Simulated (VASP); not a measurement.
# GaP (F-43m) in VASP: a series of runs

GaP is run at these levels: LDA; tasks: single point.

All numbers are computed with VASP 6.6.1; they aren't measurements. Logs are shortened: lines on timing, memory, paths and dates and some standing lists are left out, and cuts for length are marked.

## 1. The cell of the first run

The structure is cubic, space group F-43m (No. 216). Conventional cell: a = 5.231 Å, b = 5.231 Å, c = 5.231 Å, α = 90.00°, β = 90.00°, γ = 90.00°. Within 3.0 Å of Ga (site symmetry -43m) lie 4 P at 2.27 Å. Within 3.0 Å of P (site symmetry -43m) lie 4 Ga at 2.27 Å.

## 2. Single point, LDA

INCAR reads:

```
SYSTEM = GaP
ALGO = Normal
EDIFF = 1E-7
ENCUT = 520
ISIF = 2
ISMEAR = 0
LASPH = .TRUE.
LCHARG = .FALSE.
LREAL = .FALSE.
LWAVE = .FALSE.
NBANDS = 16
NELM = 80
PREC = Accurate
SIGMA = 0.01
```

KPOINTS reads:

```
k-points
0
G
  8 8 8
  0 0 0
```

POSCAR reads:

```
GaP
1.0
    0.0000000000      2.6154005516      2.6154005516
    2.6154005516      0.0000000000      2.6154005516
    2.6154005516      2.6154005516      0.0000000000
Ga P
1 1
Direct
    0.0000000000      0.0000000000      0.0000000000
    0.7500000000      0.7500000000      0.7500000000
```

Potentials or basis: VASP PAW LDA potentials, release 64 (Ga_d, P).

Started as:

```console
cat potpaw_LDA.64/Ga_d/POTCAR potpaw_LDA.64/P/POTCAR > POTCAR
mpirun -np 1 vasp_std > vasp.out
```

OUTCAR:

```text
SYSTEM = GaP
   EDIFF = 1E-7
   ENCUT = 520
   ISIF = 2
   ISMEAR = 0
   LASPH = .TRUE.
   LREAL = .FALSE.
   NELM = 80
   PREC = Accurate

 ion  position               nearest neighbor table
   1  0.000  0.000  0.000-   2 2.27   2 2.27   2 2.27   2 2.27
   2  0.750  0.750  0.750-   1 2.27   1 2.27   1 2.27   1 2.27

  LATTYP: Found a face centered cubic cell.
 ALAT       =     5.2308011032

  Lattice vectors:

 A1 = (   0.0000000000,   2.6154005516,   2.6154005516)
 A2 = (   2.6154005516,   0.0000000000,   2.6154005516)
 A3 = (   2.6154005516,   2.6154005516,   0.0000000000)

Analysis of symmetry for initial positions (statically):
=====================================================================
 Subroutine PRICEL returns:
 Original cell was already a primitive cell.

 Routine SETGRP: Setting up the symmetry group for a
 face centered cubic supercell.

 Subroutine GETGRP returns: Found 24 space group operations
 (whereof 24 operations were pure point group operations)
 out of a pool of 48 trial point group operations.

The static configuration has the point symmetry T_d .

Analysis of symmetry for dynamics (positions and initial velocities):
=====================================================================
 Subroutine PRICEL returns:
 Original cell was already a primitive cell.

 Routine SETGRP: Setting up the symmetry group for a
 face centered cubic supercell.

 Subroutine GETGRP returns: Found 24 space group operations
 (whereof 24 operations were pure point group operations)
 out of a pool of 48 trial point group operations.

The dynamic configuration has the point symmetry T_d .

 Subroutine INISYM returns: Found 24 space group operations
 (whereof 24 operations are pure point group operations),
 and found     1 'primitive' translations

----------------------------------------------------------------------------------------

                                     Primitive cell

  volume of cell :      35.7804

  direct lattice vectors                    reciprocal lattice vectors
     0.000000000  2.615400552  2.615400552    -0.191175306  0.191175306  0.191175306
     2.615400552  0.000000000  2.615400552     0.191175306 -0.191175306  0.191175306
     2.615400552  2.615400552  0.000000000     0.191175306  0.191175306 -0.191175306

  length of vectors
     3.698734931  3.698734931  3.698734931     0.331125343  0.331125343  0.331125343

  position of ions in fractional coordinates (direct lattice)
     0.000000000  0.000000000  0.000000000
     0.750000000  0.750000000  0.750000000

  ion indices of the primitive-cell ions
   primitive index   ion index
                 1           1
                 2           2

----------------------------------------------------------------------------------------

 KPOINTS: k-points

Automatic generation of k-mesh.
 Grid dimensions read from file:
 generate k-points for:    8    8    8

 Generating k-lattice:

  Cartesian coordinates                     Fractional coordinates (reciprocal lattice)
    -0.023896913  0.023896913  0.023896913     0.125000000  0.000000000  0.000000000
     0.023896913 -0.023896913  0.023896913     0.000000000  0.125000000  0.000000000
     0.023896913  0.023896913 -0.023896913     0.000000000  0.000000000  0.125000000

  Length of vectors
     0.041390668  0.041390668  0.041390668

  Shift w.r.t. Gamma in fractional coordinates (k-lattice)
     0.000000000  0.000000000  0.000000000

 Subroutine IBZKPT returns following result:
 ===========================================

 Found     29 irreducible k-points:

 Following reciprocal coordinates:
            Coordinates               Weight
  0.000000  0.000000  0.000000      1.000000
  0.125000  0.000000  0.000000      8.000000
  0.250000  0.000000  0.000000      8.000000
  0.375000  0.000000  0.000000      8.000000
  0.500000  0.000000  0.000000      4.000000
  0.125000  0.125000  0.000000      6.000000
[... 16 lines left out ...]
  0.500000  0.250000  0.125000     48.000000
 -0.375000  0.250000  0.125000     24.000000
 [... further k-points ...]
   k-points           NKPTS =     29   k-points in BZ     NKDIM =     29   number of bands    NBANDS=     16
   number of dos      NEDOS =    301   number of ions     NIONS =      2
   total plane-waves  NPLWV =  21952
   dimension x,y,z NGX =    28 NGY =   28 NGZ =   28
   dimension x,y,z NGXF=    56 NGYF=   56 NGZF=   56
   ions per type =               1   1
   NGX,Y,Z   is equivalent  to a cutoff of  12.59, 12.59, 12.59 a.u.
   NGXF,Y,Z  is equivalent  to a cutoff of  25.17, 25.17, 25.17 a.u.
 SYSTEM =  GaP
   PREC   = accura    normal or accurate (medium, high low for compatibility)
   ISTART =      0    job   : 0-new  1-cont  2-samecut
   ICHARG =      2    charge: 1-file 2-atom 10-const
   ISPIN  =      1    spin polarized calculation?
   LNONCOLLINEAR =      F non collinear calculations
   LSORBIT =      F    spin-orbit coupling
   LASPH  =      T    aspherical Exc in radial PAW
   ENCUT  =  520.0 eV  38.22 Ry    6.18 a.u.   6.88  6.88  6.88*2*pi/ulx,y,z
   NELM   =     80;   NELMIN=  2; NELMDL= -5     # of ELM steps
   EDIFF  = 0.1E-06   stopping-criterion for ELM
   LREAL  =      F    real-space projection
   EDIFFG = 0.1E-05   stopping-criterion for IOM
   NSW    =      0    number of steps for IOM
   IBRION =     -1    ionic relax: 0-MD 1-quasi-New 2-CG
   NFREE  =      0    steps in history (QN), initial steepest desc. (CG)
   ISIF   =      2    stress and relaxation
   ISYM   =      2    0-nonsym 1-usesym 2-fastsym
   POTIM  = 0.5000    time-step for ionic-motion
   TEBEG  =    0.0;   TEEND  =   0.0 temperature during run
   PSTRESS=    0.0 pullay stress
   NELECT =      18.0000    total number of electrons
   NUPDOWN=      -1.0000    fix difference up-down
   EMIN   =  10.00;   EMAX   =-10.00  energy-range for DOS
   EFERMI =   0.00;   METHOD = LEGACY
   ISMEAR =     0;   SIGMA  =   0.01  broadening in eV -4-tet -1-fermi 0-gaus
   EFERMI_NEDOS =   21; number of points for ismear=-14 and -15
   IALGO  =     38    algorithm
   IMIX   =      4    mixing-type and parameters
     AMIX     =   0.40;   BMIX     =  1.00
     AMIX_MAG =   1.60;   BMIX_MAG =  1.00
  volume/ion in A,a.u.               =      17.89       120.73
  Fermi-wavevector in a.u.,A,eV,Ry     =   1.302019  2.460460 23.065338  1.695255
  Thomas-Fermi vector in A             =   2.433115
   LORBIT       =      0    0 simple, 1 ext, 2 COOP (PROOUT), +10 PAW based schemes
   GGA     = CA    functional components
   LHFCALC =     F    Hartree Fock is set to
   AEXX    =    0.0000 exact exchange contribution
   IVDW    =     0    specifies the selected vdW correction
   LEPSILON=     F    determine dielectric tensor
   LRPA    =     F    only Hartree local field effects (RPA)
 non-spin polarized calculation
 Gauss-broadening in eV      SIGMA  =   0.01
  energy-cutoff  :      520.00
  volume of cell :       35.78
 maximum number of plane-waves:       982
   NGX = 13   NGY = 13   NGZ = 13

 number of electron      18.0000012 magnetization

 Free energy of the ion-electron system (eV)
  ---------------------------------------------------
  ext. energy  EPLUGINS =         0.00000000
  ---------------------------------------------------
  free energy    TOTEN  =       -10.35011084 eV

  energy without entropy =      -10.35011084  energy(sigma->0) =      -10.35011084

 E-fermi :   5.9360     XC(G=0): -10.7253

 val. band max:        5.8668050261   @ k =   0.0000   0.0000   0.0000
 cond. band min:       7.0911365895   @ k =   0.5000   0.5000   0.0000
 fundamental gap:      1.2243315634
 Fermi energy:         5.9360211180

 k-point     1 :       0.0000    0.0000    0.0000
  band No.  band energies     occupation
      1      -9.1155      2.00000
      2      -9.1155      2.00000
      3      -9.1155      2.00000
      4      -8.9742      2.00000
      5      -8.9742      2.00000
      6      -7.6424      2.00000
[... 8 lines left out ...]
     15      15.8294      0.00000
     16      15.8294      0.00000

 k-point     2 :       0.1250    0.0000    0.0000
  band No.  band energies     occupation
      1      -9.1389      2.00000
      2      -9.1087      2.00000
      3      -9.1087      2.00000
      4      -8.9744      2.00000
      5      -8.9744      2.00000
      6      -7.4036      2.00000
[... 8 lines left out ...]
     15      15.0927      0.00000
     16      15.9007      0.00000

 k-point     3 :       0.2500    0.0000    0.0000
  band No.  band energies     occupation
      1      -9.1854      2.00000
      2      -9.0941      2.00000
      3      -9.0941      2.00000
      4      -8.9726      2.00000
      5      -8.9726      2.00000
      6      -6.7285      2.00000
[... 8 lines left out ...]
     15      14.9005      0.00000
     16      15.8980      0.00000

 k-point     4 :       0.3750    0.0000    0.0000
  band No.  band energies     occupation
      1      -9.2242      2.00000
      2      -9.0833      2.00000
      3      -9.0833      2.00000
      4      -8.9668      2.00000
      5      -8.9668      2.00000
      6      -5.7611      2.00000
[... 8 lines left out ...]
     15      16.2729      0.00000
     16      16.2729      0.00000

 k-point     5 :       0.5000    0.0000    0.0000
  band No.  band energies     occupation
      1      -9.2388      2.00000
      2      -9.0801      2.00000
      3      -9.0801      2.00000
      4      -8.9632      2.00000
      5      -8.9632      2.00000
      6      -5.1223      2.00000
[... 8 lines left out ...]
     15      17.9229      0.00000
     16      17.9229      0.00000

 k-point     6 :       0.1250    0.1250    0.0000
  band No.  band energies     occupation
      1      -9.1515      2.00000
      2      -9.1022      2.00000
      3      -9.1022      2.00000
      4      -8.9810      2.00000
      5      -8.9695      2.00000
      6      -7.3255      2.00000
[... 8 lines left out ...]
     15      16.0874      0.00000
     16      16.3415      0.00000

 k-point     7 :       0.2500    0.1250    0.0000
  band No.  band energies     occupation
      1      -9.1869      2.00000
      2      -9.0901      2.00000
      3      -9.0869      2.00000
      4      -8.9862      2.00000
      5      -8.9650      2.00000
      6      -6.7974      2.00000
[... 8 lines left out ...]
     15      16.0565      0.00000
     16      17.3502      0.00000

 k-point     8 :       0.3750    0.1250    0.0000
  band No.  band energies     occupation
      1      -9.2206      2.00000
      2      -9.0808      2.00000
      3      -9.0744      2.00000
      4      -8.9835      2.00000
      5      -8.9608      2.00000
      6      -5.9112      2.00000
[... 8 lines left out ...]
     15      17.0415      0.00000
     16      17.0570      0.00000

 k-point     9 :       0.5000    0.1250    0.0000
  band No.  band energies     occupation
      1      -9.2384      2.00000
      2      -9.0771      2.00000
      3      -9.0702      2.00000
      4      -8.9742      2.00000
      5      -8.9613      2.00000
      6      -5.0423      2.00000
[... 8 lines left out ...]
     15      17.9286      0.00000
     16      18.4617      0.00000
[... 172 lines left out ...]
 k-point    19 :       0.5000    0.3750    0.0000
  band No.  band energies     occupation
      1      -9.2696      2.00000
      2      -9.0365      2.00000
      3      -9.0270      2.00000
      4      -9.0195      2.00000
      5      -8.9467      2.00000
      6      -4.3314      2.00000
[... 8 lines left out ...]
     15      18.2606      0.00000
     16      19.9055      0.00000

 k-point    20 :      -0.3750    0.3750    0.0000
  band No.  band energies     occupation
      1      -9.2589      2.00000
      2      -9.0506      2.00000
      3      -9.0328      2.00000
      4      -9.0056      2.00000
      5      -8.9564      2.00000
      6      -4.0560      2.00000
[... 8 lines left out ...]
     15      16.4900      0.00000
     16      21.5468      0.00000

 k-point    21 :       0.5000    0.5000    0.0000
  band No.  band energies     occupation
      1      -9.2801      2.00000
      2      -9.0333      2.00000
      3      -9.0196      2.00000
      4      -9.0196      2.00000
      5      -8.9418      2.00000
      6      -4.0334      2.00000
[... 8 lines left out ...]
     15      18.5607      0.00000
     16      19.3658      0.00000

 k-point    22 :       0.3750    0.2500    0.1250
  band No.  band energies     occupation
      1      -9.2151      2.00000
      2      -9.0772      2.00000
      3      -9.0710      2.00000
      4      -8.9923      2.00000
      5      -8.9609      2.00000
      6      -6.1581      2.00000
[... 8 lines left out ...]
     15      17.4506      0.00000
     16      18.8955      0.00000

 k-point    23 :       0.5000    0.2500    0.1250
  band No.  band energies     occupation
      1      -9.2354      2.00000
      2      -9.0724      2.00000
      3      -9.0577      2.00000
      4      -8.9890      2.00000
      5      -8.9612      2.00000
      6      -5.2389      2.00000
[... 8 lines left out ...]
     15      17.9296      0.00000
     16      19.1504      0.00000

 k-point    24 :      -0.3750    0.2500    0.1250
  band No.  band energies     occupation
      1      -9.2427      2.00000
      2      -9.0719      2.00000
      3      -9.0532      2.00000
      4      -8.9834      2.00000
      5      -8.9637      2.00000
      6      -4.6387      2.00000
[... 8 lines left out ...]
     15      18.1641      0.00000
     16      19.0054      0.00000

 [... further k-points ...]

------------------------ aborting loop because EDIFF is reached ----------------------------------------

  FORCE on cell =-STRESS in cart. coord.  units (eV):
  Direction    XX          YY          ZZ          XY          YZ          ZX
  --------------------------------------------------------------------------------------
  -------------------------------------------------------------------------------------
  Total        2.2622482      2.2622482      2.2622482     -0.0000000     -0.0000000      0.0000000
  in kB      101.2992445    101.2992445    101.2992445     -0.0000000     -0.0000000      0.0000000
  external PRESSURE =     101.2992445 kB  Pullay stress =       0.0000000 kB

 VOLUME and BASIS-vectors are now :
 -----------------------------------------------------------------------------
  energy-cutoff  :      520.00
  volume of cell :       35.78
      direct lattice vectors                 reciprocal lattice vectors
     0.000000000  2.615400552  2.615400552    -0.191175306  0.191175306  0.191175306
     2.615400552  0.000000000  2.615400552     0.191175306 -0.191175306  0.191175306
     2.615400552  2.615400552  0.000000000     0.191175306  0.191175306 -0.191175306

 POSITION                                       TOTAL-FORCE (eV/Angst)
 -----------------------------------------------------------------------------------
      0.00000      0.00000      0.00000        -0.000000      0.000000     -0.000000
      3.92310      3.92310      3.92310         0.000000     -0.000000      0.000000
 -----------------------------------------------------------------------------------
    total drift:                               -0.000001     -0.000001     -0.000001

  FREE ENERGIE OF THE ION-ELECTRON SYSTEM (eV)
  ---------------------------------------------------
  free  energy   TOTEN  =       -10.3501108363 eV

  energy  without entropy=      -10.3501108363  energy(sigma->0) =      -10.35011084
```

It took 10 s on 1 thread of Intel Xeon Platinum 8559C (Emerald Rapids), shared host; peak memory 0.14 GiB.

What came out:

```yaml
Free_energy: -10.3501 eV
Pressure: 10.1 GPa
Band_gap_on_the_k_mesh: 1.22 eV (least direct gap 2.68 eV)
```

Caveat: the cell stands under pressure. A k mesh can miss the band edges.

## 3. Single point, LDA

This run uses another cell than the first one, of 17.27 Å³/atom.

INCAR reads:

```
SYSTEM = GaP
PREC = Accurate
ENCUT = 520
EDIFF = 1E-6
ISMEAR = 0
SIGMA = 0.01
LREAL = .False.
LASPH = .True.
NELM = 80
ALGO = Normal
ISIF = 2
LWAVE = .False.
LCHARG = .False.
NBANDS = 16
```

KPOINTS reads:

```
Automatic mesh
0
Gamma
  8 8 8
  0 0 0
```

POSCAR reads:

```
GaP
1.0
    0.0000000000      2.5847951550      2.5847951550
    2.5847951550      0.0000000000      2.5847951550
    2.5847951550      2.5847951550      0.0000000000
Ga P
1 1
Direct
    0.0000000000      0.0000000000      0.0000000000
    0.7500000000      0.7500000000      0.7500000000
```

Potentials or basis: VASP PAW LDA potentials, release 64 (Ga_d, P).

Started as:

```console
cat potpaw_LDA.64/Ga_d/POTCAR potpaw_LDA.64/P/POTCAR > POTCAR
mpirun -np 1 vasp_std > vasp.out
```

It took 11 s on 1 thread of Intel Xeon Platinum 8559C (Emerald Rapids), shared host; peak memory 0.14 GiB.

It converged, with:

* Free energy: -10.2526 eV
* Pressure: 15.1 GPa
* Band gap on the k mesh: 1.14 eV (least direct gap 2.99 eV)

Levels at points of the mesh, in eV from the valence-band top:
```tsv
k point	band 7	band 8	band 9	band 10	band 11	band 12
(0.00, 0.00, 0.00)	0.00	0.00	0.00	2.99	3.71	3.71
(0.50, 0.00, 0.00)	-7.72	-1.39	-1.39	2.01	4.55	4.55
(0.50, 0.50, 0.00)	-7.66	-3.32	-3.32	1.14	1.46	11.65
```

Caveat: the cell stands under pressure. A k mesh can miss the band edges.

(Part 1 of 2 ends here.)
